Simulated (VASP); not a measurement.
A run of VASP 6.6.1 is set up as follows.

The input INCAR:

```
PREC = Accurate
ENCUT = 520
EDIFF = 1E-6
ISMEAR = 0
SIGMA = 0.01
LREAL = F
LASPH = T
NELM = 100
ALGO = Normal
ISIF = 2
LWAVE = F
LCHARG = F
GGA = PE
NBANDS = 28
```

Contents of KPOINTS:

```
regular mesh
0
Gamma
  4 4 4
```

Contents of POSCAR:

```
PbO
1.0
    4.0936824163      0.0000000000      0.0000000000
    0.0000000000      4.0936824163      0.0000000000
    0.0000000000      0.0000000000      5.1401876957
Pb O
2 2
Direct
    0.0000000000      0.5000000000      0.2400000000
    0.5000000000      0.0000000000      0.7600000000
    0.0000000000      0.0000000000      0.0000000000
    0.5000000000      0.5000000000      0.0000000000
```

Potentials or basis: VASP PAW PBE potentials, release 64 (Pb_d, O).

The run is started by

```sh
$ cat potpaw_PBE.64/Pb_d/POTCAR potpaw_PBE.64/O/POTCAR > POTCAR
$ mpirun -np 1 vasp_std > vasp.out
```

Task: Predict the largest force.

Result: 0.880 eV/Å.

Task: What does it give for the band gap on the k mesh?

Result: 1.26 eV, indirect (least direct gap 1.89 eV).

Task: Predict the pressure.

Result: -2.7 GPa.

Stress tensor (GPa, compression positive):
```
-2.58  0.00  0.00
 0.00 -2.58  0.00
 0.00  0.00 -2.88
```

Caveat: spin-orbit coupling is left out, which moves the levels of the heavy elements. A k mesh can miss the band edges.
